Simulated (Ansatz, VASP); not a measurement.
## Two plane-wave programs on Cu

```xyz
1
Lattice="-1.4428 1.4428 1.3761 1.4428 -1.4428 1.3761 1.4428 1.4428 -1.3761" Properties=species:S:1:pos:R:3 pbc="T T T"
Cu    0.0000    0.0000    0.0000
```

Alike in both runs: task relaxation of cell and atoms; functional r2SCAN; k mesh 20 × 20 × 20; occupations gaussian, width 0.1 eV; no spin polarisation.

|  | VASP | Ansatz |
| --- | --- | --- |
| version | VASP 6.6.1 | Ansatz 0.2.0 |
| potentials or method | VASP PAW PBE potentials, release 64 (Cu), cutoff 600 eV | scalar-relativistic, plane waves, PAW |
| valence electrons in the cell | 11 | 19 |

Ansatz gave:

```
gap on the k mesh at the Fermi level, each at its own relaxed structure (eV)  : none
relaxed volume (Å³/atom)                                                      : 11.48
relaxed length of the cell vector where the two differ most in proportion (Å) : 2.463
```

Question: Which values does VASP return?

Answer: gap on the k mesh at the Fermi level, each at its own relaxed structure (eV): none; relaxed volume (Å³/atom): 11.54; relaxed length of the cell vector where the two differ most in proportion (Å): 2.467.

VASP's potentials were made for PBE, not for r2SCAN. A gap of «none» marks a metal or a gap that the smearing closes. VASP's potentials hold 11 valence electrons a cell and Ansatz's 19, so a difference there can come from the potentials and not from the codes.
